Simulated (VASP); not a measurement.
# La7InGa7O24 (a cell with a defect) in VASP: single point with PBEsol

Aim: the single point of La7InGa7O24 (a cell with a defect) with PBEsol.

All numbers are computed with VASP 6.6.1; they aren't measurements. Logs are shortened: lines on timing, memory, paths and dates and some standing lists are left out, and cuts for length are marked.

### 1 The cell of the first run

The cell holds a defect, 39 atoms: a = 7.729 Å, b = 7.729 Å, c = 7.729 Å, α = 90.00°, β = 90.00°, γ = 90.00°.

### 2 Single point, PBEsol, collinear spin

INCAR

```
PREC     = Accurate       # precision mode
ENCUT    = 520            # plane-wave cutoff, eV
EDIFF    = 1E-6           # SCF threshold, eV
ISMEAR   = -1             # smearing method
SIGMA    = 0.05           # smearing width, eV
LREAL    = Auto         
LASPH    = True           # aspherical terms in the spheres
NELM     = 150            # most SCF steps
ALGO     = Normal         # electronic algorithm
ISIF     = 2              # what is computed and relaxed
LWAVE    = False          # write WAVECAR
LCHARG   = False          # write CHGCAR
ISPIN    = 2              # spin polarisation
MAGMOM   = 0 0 0 0 0 0 0 0.571 0 0 0 0 0 0 0 0.571 0.571 0 0 0 0 0 0 0.571 0 0 0 0.571 0 0 0 0.571 0 0.571 0 0 0 0 0 # initial moments
LORBIT   = 11             # projections on sites
LMAXMIX  = 6              # l up to which the mixer works
GGA      = PS             # functional
NBANDS   = 192            # bands
NELECT   = 324.0        
ISYM     = 0
```

KPOINTS

```
Automatic mesh
0
Gamma
  1 1 1
  0.25 0.25 0.25
```

POSCAR

```
La7InGa7O24
1.0
    7.7293080000      0.0000000000      0.0000000000
    0.0000000000      7.7293080000      0.0000000000
    0.0000000000      0.0000000000      7.7293080000
La In Ga O
7 1 7 24
Direct
    0.0134260000      0.0140650000      0.0131210000
    0.0097640000      0.0093260000      0.4972320000
    0.0088100000      0.4984320000      0.0093370000
    0.9883080000      0.4983070000      0.5044380000
    0.4975730000      0.0105100000      0.0081450000
    0.5049190000      0.9889850000      0.4970610000
    0.4976250000      0.5055580000      0.9877020000
    0.4317460000      0.4323560000      0.4311680000
    0.2535810000      0.2540940000      0.7422950000
    0.2535960000      0.7434620000      0.2532570000
    0.2574890000      0.7483540000      0.7436050000
    0.7428410000      0.2543540000      0.2530180000
    0.7442580000      0.2581520000      0.7471070000
    0.7475860000      0.7447920000      0.2569850000
    0.7549130000      0.7555200000      0.7543390000
    0.2850010000      0.2234950000      0.9814940000
    0.2017660000      0.2828020000      0.5056280000
    0.2247070000      0.7883580000      0.9979520000
    0.3002290000      0.6821750000      0.4998870000
    0.7037230000      0.2792300000      0.9982940000
    0.7914380000      0.2237670000      0.5031240000
    0.7833860000      0.7209680000      0.0072140000
    0.7447430000      0.7968980000      0.5040910000
    0.9820020000      0.2858380000      0.2221790000
    0.9984040000      0.2250600000      0.7873670000
    0.9987920000      0.7042760000      0.2782550000
    0.0077660000      0.7838160000      0.7195780000
    0.5061660000      0.2024580000      0.2816330000
    0.5003580000      0.3009480000      0.6809450000
    0.5037000000      0.7922420000      0.2225620000
    0.5046160000      0.7456470000      0.7959260000
    0.2222570000      0.9826750000      0.2840540000
    0.2788620000      0.9994720000      0.7031680000
    0.2824220000      0.5068910000      0.2013690000
    0.2229490000      0.5043780000      0.7907690000
    0.7879330000      0.9990360000      0.2243600000
    0.7199290000      0.0084380000      0.7825360000
    0.6813950000      0.5010430000      0.2994470000
    0.7962700000      0.5052560000      0.7444380000
```

Potentials or basis: VASP PAW PBE potentials, release 64 (La, In_d, Ga_d, O).

Run with:

```
cat potpaw_PBE.64/La/POTCAR potpaw_PBE.64/In_d/POTCAR potpaw_PBE.64/Ga_d/POTCAR potpaw_PBE.64/O/POTCAR > POTCAR
mpirun -np 1 vasp_std > vasp.out
```

OUTCAR:

```text
PREC = Accurate
   ENCUT = 520
   EDIFF = 1E-6
   ISMEAR = -1
   LREAL = Auto
   LASPH = True
   NELM = 150
   ISIF = 2
   ISPIN = 2
   LORBIT = 11
   GGA = PS
   NELECT = 324.0
   ISYM = 0

 ion  position               nearest neighbor table
   1  0.013  0.014  0.013-  36 2.39  25 2.39  18 2.39  32 2.66  24 2.66  16 2.66
   2  0.010  0.009  0.497-  32 2.34  21 2.37  27 2.45  17 2.58  33 2.62  23 2.63  36 2.72  25 2.80
                             9 3.27
   3  0.009  0.498  0.009-  24 2.33  35 2.37  22 2.45  34 2.58  26 2.62  39 2.63  25 2.72  18 2.80
                            10 3.27
   4  0.988  0.498  0.504-  17 2.34  26 2.37  39 2.38  21 2.61  24 2.73  27 2.77  19 2.80  13 3.24
                            14 3.28   8 3.51
   5  0.498  0.011  0.008-  16 2.33  30 2.37  37 2.45  28 2.58  20 2.62  31 2.62  18 2.72  36 2.80
                            12 3.28
   6  0.505  0.989  0.497-  28 2.34  33 2.37  23 2.38  30 2.61  32 2.74  37 2.77  29 2.80  14 3.24
                            11 3.28   8 3.51
   7  0.498  0.506  0.988-  34 2.34  20 2.37  31 2.38  35 2.61  16 2.73  22 2.77  38 2.80  11 3.24
                            13 3.28   8 3.51
   8  0.432  0.432  0.431-  34 2.20  28 2.20  17 2.20  29 2.25  38 2.25  19 2.25  10 3.09  12 3.09
                             9 3.09   6 3.51   4 3.51   7 3.51
   9  0.254  0.254  0.742-  16 1.88  17 1.89  35 1.98  29 2.00  33 2.00  25 2.02   8 3.09   2 3.27

  10  0.254  0.743  0.253-  32 1.88  34 1.89  30 1.98  19 2.00  26 2.00  18 2.02   8 3.09   3 3.27

  11  0.257  0.748  0.744-  35 1.94  31 1.95  27 1.96  33 1.97  19 1.98  18 2.01   7 3.24   6 3.28

  12  0.743  0.254  0.253-  24 1.88  28 1.89  21 1.98  38 2.00  20 2.00  36 2.02   8 3.09   5 3.28

  13  0.744  0.258  0.747-  21 1.94  39 1.95  37 1.96  20 1.97  29 1.98  25 2.01   4 3.24   7 3.28

  14  0.748  0.745  0.257-  30 1.94  23 1.95  22 1.96  26 1.97  38 1.98  36 2.01   6 3.24   4 3.28

  15  0.755  0.756  0.754-  23 1.96  39 1.96  31 1.96  27 1.98  22 1.98  37 1.99
  16  0.285  0.223  0.981-   9 1.88   5 2.33   1 2.66   7 2.73
  17  0.202  0.283  0.506-   9 1.89   8 2.20   4 2.34   2 2.58
  18  0.225  0.788  0.998-  11 2.01  10 2.02   1 2.39   5 2.72   3 2.80
  19  0.300  0.682  0.500-  11 1.98  10 2.00   8 2.25   4 2.80
  20  0.704  0.279  0.998-  13 1.97  12 2.00   7 2.37   5 2.62
  21  0.791  0.224  0.503-  13 1.94  12 1.98   2 2.37   4 2.61
  22  0.783  0.721  0.007-  14 1.96  15 1.98   3 2.45   7 2.77
  23  0.745  0.797  0.504-  14 1.95  15 1.96   6 2.38   2 2.63
  24  0.982  0.286  0.222-  12 1.88   3 2.33   1 2.66   4 2.73
  25  0.998  0.225  0.787-  13 2.01   9 2.02   1 2.39   3 2.72   2 2.80
  26  0.999  0.704  0.278-  14 1.97  10 2.00   4 2.37   3 2.62
  27  0.008  0.784  0.720-  11 1.96  15 1.98   2 2.45   4 2.77
  28  0.506  0.202  0.282-  12 1.89   8 2.20   6 2.34   5 2.58
  29  0.500  0.301  0.681-  13 1.98   9 2.00   8 2.25   6 2.80
  30  0.504  0.792  0.223-  14 1.94  10 1.98   5 2.37   6 2.61
  31  0.505  0.746  0.796-  11 1.95  15 1.96   7 2.38   5 2.62
  32  0.222  0.983  0.284-  10 1.88   2 2.34   1 2.66   6 2.74
  33  0.279  0.999  0.703-  11 1.97   9 2.00   6 2.37   2 2.62
  34  0.282  0.507  0.201-  10 1.89   8 2.20   7 2.34   3 2.58
  35  0.223  0.504  0.791-  11 1.94   9 1.98   3 2.37   7 2.61
  36  0.788  0.999  0.224-  14 2.01  12 2.02   1 2.39   2 2.72   5 2.80
  37  0.720  0.008  0.783-  13 1.96  15 1.99   5 2.45   6 2.77
  38  0.681  0.501  0.299-  14 1.98  12 2.00   8 2.25   7 2.80
  39  0.796  0.505  0.744-  13 1.95  15 1.96   4 2.38   3 2.63

IMPORTANT INFORMATION: All symmetrisations will be switched off!
NOSYMM: (Re-)initialisation of all symmetry stuff for point group C_1.

----------------------------------------------------------------------------------------

                                     Primitive cell

  volume of cell :     461.7659

  direct lattice vectors                    reciprocal lattice vectors
     7.729308000  0.000000000  0.000000000     0.129377688  0.000000000  0.000000000
     0.000000000  7.729308000  0.000000000     0.000000000  0.129377688  0.000000000
     0.000000000  0.000000000  7.729308000     0.000000000  0.000000000  0.129377688

  length of vectors
     7.729308000  7.729308000  7.729308000     0.129377688  0.129377688  0.129377688

  position of ions in fractional coordinates (direct lattice)
     0.013426000  0.014065000  0.013121000
     0.009764000  0.009326000  0.497232000
     0.008810000  0.498432000  0.009337000
[... 124 lines left out ...]
   LNONCOLLINEAR =      F non collinear calculations
   LSORBIT =      F    spin-orbit coupling
   LASPH  =      T    aspherical Exc in radial PAW
   ENCUT  =  520.0 eV  38.22 Ry    6.18 a.u.  14.37 14.37 14.37*2*pi/ulx,y,z
   NELM   =    150;   NELMIN=  2; NELMDL= -5     # of ELM steps
   EDIFF  = 0.1E-05   stopping-criterion for ELM
   LREAL  =      T    real-space projection
   EDIFFG = 0.1E-04   stopping-criterion for IOM
   NSW    =      0    number of steps for IOM
   IBRION =     -1    ionic relax: 0-MD 1-quasi-New 2-CG
   NFREE  =      0    steps in history (QN), initial steepest desc. (CG)
   ISIF   =      2    stress and relaxation
   ISYM   =      0    0-nonsym 1-usesym 2-fastsym
   POTIM  = 0.5000    time-step for ionic-motion
   TEBEG  =    0.0;   TEEND  =   0.0 temperature during run
   PSTRESS=    0.0 pullay stress
   NELECT =     324.0000    total number of electrons
   NUPDOWN=      -1.0000    fix difference up-down
   EMIN   =  10.00;   EMAX   =-10.00  energy-range for DOS
   EFERMI =   0.00;   METHOD = LEGACY
   ISMEAR =    -1;   SIGMA  =   0.05  broadening in eV -4-tet -1-fermi 0-gaus
   EFERMI_NEDOS =   21; number of points for ismear=-14 and -15
   IALGO  =     38    algorithm
   IMIX   =      4    mixing-type and parameters
     AMIX     =   0.40;   BMIX     =  1.00
     AMIX_MAG =   1.60;   BMIX_MAG =  1.00
  volume/ion in A,a.u.               =      11.84        79.90
  Fermi-wavevector in a.u.,A,eV,Ry     =   1.454731  2.749042 28.793206  2.116241
  Thomas-Fermi vector in A             =   2.571847
   LORBIT       =     11    0 simple, 1 ext, 2 COOP (PROOUT), +10 PAW based schemes
   GGA     = PS    functional components
   LHFCALC =     F    Hartree Fock is set to
   AEXX    =    0.0000 exact exchange contribution
   IVDW    =     0    specifies the selected vdW correction
   LEPSILON=     F    determine dielectric tensor
   LRPA    =     F    only Hartree local field effects (RPA)
 spin polarized calculation
  energy-cutoff  :      520.00
  volume of cell :      461.77
 maximum number of plane-waves:     12452
 NGX is ok and might be reduce to    60
   NGX = 29   NGY = 29   NGZ = 29

 number of electron     323.9999995 magnetization       3.1988549

 Free energy of the ion-electron system (eV)
  ---------------------------------------------------
  ext. energy  EPLUGINS =         0.00000000
  ---------------------------------------------------
  free energy    TOTEN  =      -291.28781252 eV

  energy without entropy =     -291.10100421  energy(sigma->0) =     -291.19440837

 E-fermi :   5.9880     XC(G=0): -11.8834

 val. band max:        5.9416560149   @ k =   0.2500   0.2500   0.2500
 cond. band min:       6.0054387371   @ k =  -0.2500  -0.2500   0.2500
 fundamental gap:      0.0637827222
 Fermi energy:         5.9879992996

 spin component 1

 k-point     1 :       0.2500    0.2500    0.2500
  band No.  band energies     occupation
      1     -23.7205      1.00000
      2     -23.6342      1.00000
      3     -23.6208      1.00000
      4     -23.6167      1.00000
      5     -23.4806      1.00000
      6     -23.4771      1.00000
[... 697 lines left out ...]
    173      11.2207      0.00000
    174      11.2355      0.00000
 Fermi energy:         5.9879992996

 spin component 2

 k-point     1 :       0.2500    0.2500    0.2500
  band No.  band energies     occupation
      1     -23.7200      1.00000
      2     -23.6317      1.00000
      3     -23.6185      1.00000
      4     -23.6145      1.00000
      5     -23.4749      1.00000
      6     -23.4714      1.00000
[... 697 lines left out ...]
    173      11.2238      0.00000
    174      11.2378      0.00000
 [bands above 174 left out]

------------------------ aborting loop because EDIFF is reached ----------------------------------------

  FORCE on cell =-STRESS in cart. coord.  units (eV):
  Direction    XX          YY          ZZ          XY          YZ          ZX
  --------------------------------------------------------------------------------------
  -------------------------------------------------------------------------------------
  Total       -5.0388701     -5.0303408     -5.0193264     -5.1861130     -5.2184334     -5.1994244
  in kB      -17.4832393    -17.4536455    -17.4154292    -17.9941243    -18.1062657    -18.0403105
  external PRESSURE =     -17.4507713 kB  Pullay stress =       0.0000000 kB

 VOLUME and BASIS-vectors are now :
 -----------------------------------------------------------------------------
  energy-cutoff  :      520.00
  volume of cell :      461.77
      direct lattice vectors                 reciprocal lattice vectors
     7.729308000  0.000000000  0.000000000     0.129377688  0.000000000  0.000000000
     0.000000000  7.729308000  0.000000000     0.000000000  0.129377688  0.000000000
     0.000000000  0.000000000  7.729308000     0.000000000  0.000000000  0.129377688

 POSITION                                       TOTAL-FORCE (eV/Angst)
 -----------------------------------------------------------------------------------
      0.10377      0.10871      0.10142         0.005236      0.001359      0.004411
      0.07547      0.07208      3.84326        -0.118634      0.095296     -0.009671
      0.06810      3.85253      0.07217         0.092679     -0.006587     -0.117014
      7.63894      3.85157      3.89896        -0.018269     -0.054010      0.022940
      3.84589      0.08124      0.06296        -0.001442     -0.117498      0.094881
      3.90267      7.64417      3.84194         0.028110     -0.016956     -0.051904
[... 31 lines left out ...]
      5.26671      3.87272      2.31452        -0.008214     -0.045769      0.020924
      6.15462      3.90528      5.75399        -0.057942      0.118723      0.039364
 -----------------------------------------------------------------------------------
    total drift:                               -0.014619     -0.012466     -0.000587

  FREE ENERGIE OF THE ION-ELECTRON SYSTEM (eV)
  ---------------------------------------------------
  free  energy   TOTEN  =      -291.2878125216 eV

  energy  without entropy=     -291.1010042090  energy(sigma->0) =     -291.19440837

 total charge

# of ion       s       p       d       f       tot
--------------------------------------------------
    1        2.025   5.675   0.590   0.212   8.502
    2        2.029   5.678   0.620   0.226   8.554
    3        2.029   5.678   0.620   0.226   8.554
    4        2.028   5.680   0.614   0.226   8.547
    5        2.029   5.678   0.620   0.226   8.554
    6        2.028   5.680   0.614   0.226   8.548
[... 31 lines left out ...]
   38        1.558   3.413   0.000   0.000   4.971
   39        1.559   3.449   0.000   0.000   5.008
--------------------------------------------------
tot         57.075 128.182  86.379   1.568 273.204

 magnetization (x)

# of ion       s       p       d       f       tot
--------------------------------------------------
    1       -0.001   0.006  -0.009  -0.003  -0.007
    2       -0.001   0.010  -0.004  -0.001   0.003
    3       -0.001   0.010  -0.004  -0.001   0.003
    4       -0.001   0.005  -0.004  -0.001  -0.001
    5       -0.001   0.010  -0.004  -0.001   0.003
    6       -0.001   0.005  -0.004  -0.001  -0.001
[... 31 lines left out ...]
   38        0.001   0.069   0.000   0.000   0.069
   39        0.001   0.090   0.000   0.000   0.092
--------------------------------------------------
tot         -0.012   2.737   0.070  -0.010   2.786
```

It took 63 min on 1 thread of Intel Xeon Platinum 8259CL at 2.50GHz (Skylake/Cascade Lake), shared host; peak memory 0.98 GiB.

What came out:

| Property | Result |
| --- | --- |
| Free energy | -291.2878 eV |
| Largest force | 0.189 eV/Å |
| Net moment | 3.20 μB per cell |
| Site moments | La -0.01, +0.00, -0.00 (each value once); In -0.01; Ga +0.01, -0.00 (each value once); O +0.21, +0.13, +0.07, +0.11, +0.10, +0.09, +0.22 (each value once) μB |
| Valence electrons inside the program's atomic spheres | La 8.50, 8.55 (each value once); In 11.27; Ga 11.82, 11.73, 11.70 (each value once); O 4.95, 4.99, 4.97, 5.01 (each value once) |

Forces in eV/Å, atoms in the order of the input:
```
La   0.005  0.001  0.004
La  -0.119  0.095 -0.010
La   0.093 -0.007 -0.117
La  -0.018 -0.054  0.023
La  -0.001 -0.117  0.095
La   0.028 -0.017 -0.052
La  -0.049  0.019 -0.020
In   0.061  0.065  0.068
Ga   0.046  0.032  0.008
Ga   0.023  0.018  0.037
Ga   0.060 -0.030 -0.010
Ga   0.008  0.040  0.022
Ga  -0.022  0.055 -0.030
Ga  -0.029 -0.011  0.053
Ga  -0.116 -0.105 -0.106
O   -0.042 -0.056  0.108
O    0.038 -0.040 -0.080
O   -0.081  0.037  0.029
O    0.018 -0.009 -0.049
O    0.019  0.004 -0.056
O    0.044 -0.031  0.050
O    0.044 -0.011 -0.004
O    0.043 -0.066  0.122
O    0.107 -0.043 -0.053
O    0.036 -0.072  0.033
O   -0.050  0.018  0.002
O   -0.008  0.047 -0.014
O   -0.081  0.035 -0.040
O   -0.048  0.017 -0.008
O    0.042  0.043 -0.031
O    0.120  0.035 -0.066
O   -0.047  0.106 -0.031
O   -0.005 -0.054  0.022
O   -0.048 -0.086  0.033
O   -0.031  0.040  0.043
O    0.035  0.039 -0.078
O   -0.008 -0.008  0.041
O   -0.008 -0.046  0.021
O   -0.058  0.119  0.039
```

Caveat: the k points lie up to 0.41 Å⁻¹ apart; the cell carries a net charge on a neutralising background, which shifts energy and pressure; the cell is charged against a uniform background, so pressure and absolute levels hang on convention; a moment this small can come from the mesh or the smearing; the PAW data sets were made with another functional, which shifts forces and pressure a little; spin-orbit coupling is left out, which moves the levels of the heavy elements.
